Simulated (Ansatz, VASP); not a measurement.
## Two plane-wave programs on MgS

The input INCAR:

```
SYSTEM = MgS
ALGO = Normal
EDIFF = 1E-6
ENCUT = 600
GGA = PS
GGA_COMPAT = .FALSE.
ISIF = 2
ISMEAR = 0
LASPH = .TRUE.
LCHARG = .FALSE.
LREAL = .FALSE.
LWAVE = .FALSE.
NBANDS = 16
NELM = 120
PREC = Accurate
SIGMA = 0.02
```

File KPOINTS:

```
k-points
0
G
  6 4 6
  0 0 0
```

Contents of POSCAR:

```
MgS
1.0
    3.9898611379      0.0000000000      0.0000000000
    0.0000000000      5.6425157332      0.0000000000
    0.0000000000      0.0000000000      4.0028681973
Mg S
2 2
Direct
    0.0000000000      0.0003205566      0.0000000000
    0.5000000000      0.5003205566      0.5000000000
    0.0000000000      0.2496794434      0.5000000000
    0.5000000000      0.7496794434      0.0000000000
```

Input for Ansatz:

```yaml
crystal:
  lattice:
    - [3.9898611379, 0.0, 0.0]
    - [0.0, 5.6425157332, 0.0]
    - [0.0, 0.0, 4.0028681973]
  atoms:
    - { symbol: Mg, position: [0.0, 0.0003205566, 0.0] }
    - { symbol: Mg, position: [0.5, 0.5003205566, 0.5] }
    - { symbol: S, position: [0.0, 0.2496794434, 0.5] }
    - { symbol: S, position: [0.5, 0.7496794434, 0.0] }
basis:
  ecutwfc: 420
kpoints:
  mp_grid: { grid: [6, 4, 6] }
  band_path:
    path:
      - [[0.0, 0.0, 0.0], [0.0, 1.0, 0.0], [-0.25, 1.0, 0.0]]
      - [[-0.75, 0.0, 0.0], [0.0, 0.0, 0.0], [0.0, 0.0, 0.75163267]]
      - [[0.0, 1.0, 0.24836733], [0.0, 1.0, 0.0]]
      - [[0.0, 0.0, 0.0], [-0.5, 0.5, 0.0], [-0.5, 0.5, 0.5], [0.0, 0.5, 0.5], [0.0, 0.0, 0.0], [-0.5, 0.0, 0.5], [-0.5, 0.5, 0.5]]
    npoints: 10
hamiltonian:
  xc: pbesol
  pseudopotentials: { kind: paw }
scf:
  occupations: { method: gaussian, width: 0.02 }
  n_extra_bands: 8
output:
  forces: true
  stress: true
  eigenvalues: true
```

Alike in both runs: task single point; functional PBEsol; k mesh 6 × 4 × 6; occupations gaussian, width 0.02 eV; no spin polarisation.

|  | VASP | Ansatz |
| --- | --- | --- |
| version | VASP 6.6.1 | Ansatz 0.2.0 |
| potentials or method | VASP PAW PBE potentials, release 64 (Mg, S), cutoff 600 eV | scalar-relativistic, plane waves, PAW |
| valence electrons in the cell | 16 | 32 |

VASP gave:

| Quantity | Value |
| --- | --- |
| gap on the k mesh at the Fermi level (eV) | 3.32 |
| least direct gap on the mesh (eV) | 3.32 |
| pressure (GPa) | 0.0 |
| traceless stress, the component that is largest in VASP (GPa) | -0.10 |

Question: Which values does Ansatz return?

Answer: gap on the k mesh at the Fermi level (eV): 3.32; least direct gap on the mesh (eV): 3.32; pressure (GPa): 0.1; traceless stress, the component that is largest in VASP (GPa): -0.10.

VASP's potentials were made for PBE, not for PBEsol. With one functional, cell and mesh, what is left measures potentials, basis and numerics. VASP's potentials hold 16 valence electrons a cell and Ansatz's 32, so a difference there can come from the potentials and not from the codes.
